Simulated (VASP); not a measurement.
# Tl3S (I4/mmm) in VASP: further runs, part 2 of 2

VASP 6.6.1. The steps go on from the part before.

## 3. Single point, PBE+D3(BJ)

File INCAR:

```
PREC = Accurate
ENCUT = 520
EDIFF = 1E-6
ISMEAR = -1
SIGMA = 0.05
LREAL = F
LASPH = T
NELM = 100
ALGO = Fast
ISIF = 2
LWAVE = F
LCHARG = T
GGA = PE
IVDW = 12
LELF = T
LVHAR = T
NBANDS = 30
```

File KPOINTS:

```
Automatic mesh
0
Gamma
  8 8 8
```

File POSCAR:

```
Tl3S
1.0
   -2.3509700000      2.3509700000      5.1428010000
    2.3509700000     -2.3509700000      5.1428010000
    2.3509700000      2.3509700000     -5.1428010000
Tl S
3 1
Direct
    0.5000000000      0.5000000000      0.0000000000
    0.2500000000      0.7500000000      0.5000000000
    0.7500000000      0.2500000000      0.5000000000
    0.0000000000      0.0000000000      0.0000000000
```

Potentials or basis: VASP PAW PBE potentials, release 64 (Tl_d, S).

Run with:

```console
> cat potpaw_PBE.64/Tl_d/POTCAR potpaw_PBE.64/S/POTCAR > POTCAR
> mpirun -np 1 vasp_std > vasp.out
```

OUTCAR:

```text
PREC = Accurate
   ENCUT = 520
   EDIFF = 1E-6
   ISMEAR = -1
   LREAL = F
   LASPH = T
   NELM = 100
   ISIF = 2
   GGA = PE
   IVDW = 12
 IVDW          = 12

 ion  position               nearest neighbor table
   1  0.500  0.500  0.000-   4 3.32   4 3.32   4 3.32   4 3.32   2 3.48   2 3.48   3 3.48   3 3.48
                             3 3.48   2 3.48   3 3.48   2 3.48
   2  0.250  0.750  0.500-   3 3.32   3 3.32   3 3.32   3 3.32   1 3.48   1 3.48   1 3.48   1 3.48

   3  0.750  0.250  0.500-   2 3.32   2 3.32   2 3.32   2 3.32   1 3.48   1 3.48   1 3.48   1 3.48

   4  0.000  0.000  0.000-   1 3.32   1 3.32   1 3.32   1 3.32

  LATTYP: Found a body centered tetragonal cell.
 ALAT       =     4.7019400000
 C/A-ratio  =     2.1875230224

  Lattice vectors:

 A1 = (  -2.3509700000,   2.3509700000,   5.1428010000)
 A2 = (   2.3509700000,  -2.3509700000,   5.1428010000)
 A3 = (   2.3509700000,   2.3509700000,  -5.1428010000)

Analysis of symmetry for initial positions (statically):
=====================================================================
 Subroutine PRICEL returns:
 Original cell was already a primitive cell.

[... 173 lines left out ...]

 E-fermi :   5.3876     XC(G=0):  -9.7434

 val. band max:        5.3855027380   @ k =  -0.1250   0.1250   0.1250
 cond. band min:       5.4203061753   @ k =   0.1250   0.0000   0.0000
 fundamental gap:      0.0348034373
 Fermi energy:         5.3876483578

 k-point     1 :       0.0000    0.0000    0.0000
  band No.  band energies     occupation
      1      -6.5991      2.00000
      2      -6.5681      2.00000
      3      -6.3652      2.00000
      4      -6.2671      2.00000
      5      -6.1688      2.00000
      6      -6.1688      2.00000
[... 781 lines left out ...]
     29      11.7525      0.00000
     30      12.4522      0.00000

 [... further k-points ...]

------------------------ aborting loop because EDIFF is reached ----------------------------------------

 Edisp (eV)   -1.25781

 E8    (eV) :    -0.6199

  FORCE on cell =-STRESS in cart. coord.  units (eV):
  Direction    XX          YY          ZZ          XY          YZ          ZX
  --------------------------------------------------------------------------------------
  -------------------------------------------------------------------------------------
  Total      -1.24040    -1.24040    -1.24521     0.00000     0.00000     0.00000
  in kB     -17.47905   -17.47905   -17.54680     0.00000     0.00000     0.00000
  external pressure =      -17.50 kB  Pullay stress =        0.00 kB

 VOLUME and BASIS-vectors are now :
 -----------------------------------------------------------------------------
  energy-cutoff  :      520.00
  volume of cell :      113.70
      direct lattice vectors                 reciprocal lattice vectors
    -2.350970000  2.350970000  5.142801000     0.000000000  0.212678171  0.097223284
     2.350970000 -2.350970000  5.142801000     0.212678171  0.000000000  0.097223284
     2.350970000  2.350970000 -5.142801000     0.212678171  0.212678171  0.000000000

 POSITION                                       TOTAL-FORCE (eV/Angst)
 -----------------------------------------------------------------------------------
      0.00000      0.00000      5.14280         0.000000     -0.000000     -0.000000
      2.35097      0.00000      2.57140         0.000000     -0.000000      0.000000
      0.00000      2.35097      2.57140        -0.000000      0.000000     -0.000000
      0.00000      0.00000      0.00000         0.000000     -0.000000     -0.000000
 -----------------------------------------------------------------------------------
    total drift:                                0.000000     -0.000000      0.000000

  FREE ENERGIE OF THE ION-ELECTRON SYSTEM (eV)
  ---------------------------------------------------
  free  energy   TOTEN  =       -12.4776219182 eV

  energy  without entropy=      -12.4679587221  energy(sigma->0) =      -12.47279032
```

stdout:

```text
POSCAR found type information on POSCAR TlS
 POSCAR found :  2 types and       4 ions
 scaLAPACK will be used
 LDA part: xc-table for (Slater+PW92), standard interpolation
 POSCAR, INCAR and KPOINTS ok, starting setup
 FFT: planning ... GRIDC
 FFT: planning ... GRID_SOFT
 FFT: planning ... GRID
 WAVECAR not read
 entering main loop
WARNING in EDDRMM: call to ZHEGV failed, returncode =   8  4     30
```

Wall time 4.1 min (1 thread of Oxide Virtual Turin-like, shared host); peak memory 0.39 GiB.

Results:

```yaml
Free_energy: -12.4776 eV
Pressure: -1.8 GPa
Band_gap_on_the_k_mesh: zero (an odd number of electrons rules out a gap without spin polarisation)
Dispersion_energy_per_atom: -0.314 eV
```

Levels at points of the mesh, in eV from the Fermi level:
```csv
k point,band 18,band 19,band 20,band 21,band 22,band 23,band 24,band 25,band 26,band 27
"(0.00, 0.00, 0.00)",-3.83,-2.97,-2.97,-1.87,-1.87,0.45,0.45,0.70,2.67,3.96
"(0.50, 0.00, 0.00)",-6.27,-4.72,-1.49,-1.41,-0.56,-0.21,1.45,2.63,3.38,3.85
"(0.50, 0.50, 0.00)",-5.70,-5.28,-3.44,-3.22,-1.43,-0.28,-0.22,2.22,3.04,5.15
"(0.50, 0.50, 0.50)",-5.68,-3.09,-2.49,-2.49,-0.66,1.31,1.31,3.40,4.39,4.67
```

Caveat: three body term missing; spin-orbit coupling is left out, which moves the levels of the heavy elements.

## 4. Relaxation of cell and atoms, PBE

File INCAR:

```
PREC = Accurate
ENCUT = 600
EDIFF = 1E-7
ISMEAR = -1
SIGMA = 0.05
LREAL = F
LASPH = T
NELM = 100
ALGO = Fast
ISIF = 3
LWAVE = F
LCHARG = F
GGA = PE
IBRION = 2
NSW = 60
EDIFFG = -0.01
```

File KPOINTS:

```
regular mesh
0
Gamma
  8 8 8
```

POSCAR is that of step 3.

Run with:

```console
> cat potpaw_PBE.64/Tl_d/POTCAR potpaw_PBE.64/S/POTCAR > POTCAR
> mpirun -np 1 vasp_std > vasp.out
```

It took 8.1 min on 1 thread of Oxide Virtual Turin-like, shared host; peak memory 0.43 GiB.

The run converged. Its results:

- Free energy: -11.2198 eV
- Relaxed volume: 28.47 Å³/atom
- Relaxed cell: a = 6.128 Å, b = 6.128 Å, c = 6.128 Å, α = 134.86°, β = 134.86°, γ = 65.75°
- Space group after relaxing (to 0.1 Å): I4/mmm (No. 139)
- Energy gained by relaxing: 0.0 meV/atom
- Ionic steps: 2
- Pressure after relaxing: 0.0 GPa
- Band gap on the k mesh: zero (an odd number of electrons rules out a gap without spin polarisation)

Final structure:
```xyz
4
Lattice="-2.3521 2.3521 5.1464 2.3521 -2.3521 5.1464 2.3521 2.3521 -5.1464" Properties=species:S:1:pos:R:3 pbc="T T T"
Tl    2.3521    2.3521    0.0000
Tl    2.3521    0.0000    2.5732
Tl    0.0000    2.3521    2.5732
S     0.0000    4.7042    0.0000
```

Levels at points of the mesh, in eV from the Fermi level:
```csv
k point,band 20,band 21,band 22,band 23,band 24,band 25
"(0.00, 0.00, 0.00)",-2.96,-1.86,-1.86,0.46,0.46,0.70
"(0.50, 0.00, 0.00)",-1.49,-1.41,-0.56,-0.21,1.45,2.62
"(0.50, 0.50, 0.00)",-3.43,-3.21,-1.43,-0.28,-0.22,2.22
"(0.50, 0.50, 0.50)",-2.48,-2.48,-0.66,1.31,1.31,3.39
```

Caveat: spin-orbit coupling is left out, which moves the levels of the heavy elements.

## 5. Summary

```tsv
task	level	cell	cutoff (eV)	gap on the mesh (eV)	pressure (GPa)
single point	PBE	a = 6.129 Å, angles 134.9, 134.9, 65.7°, 4 atoms	520	none	0.0
single point	PBE+D3(BJ)	a = 6.124 Å, angles 134.8, 134.8, 65.8°, 4 atoms	520	none	-1.8
relaxation of cell and atoms	PBE	relaxed from a = 6.124 Å, angles 134.8, 134.8, 65.8°, 4 atoms	600	none	0.0
```

Alike in all rows: potentials or basis VASP PAW PBE potentials, release 64 (Tl_d, S); no spin polarisation; k mesh 8 × 8 × 8; smearing fermi-dirac 0.05 eV.

Caveats: spin-orbit coupling is left out, which moves the levels of the heavy elements; three body term missing (at least some runs).

Total energies depend on the potentials used, so only differences within one code and one set of settings carry meaning.

The gap in the log of VASP goes by the Fermi energy; the results here count the filled bands.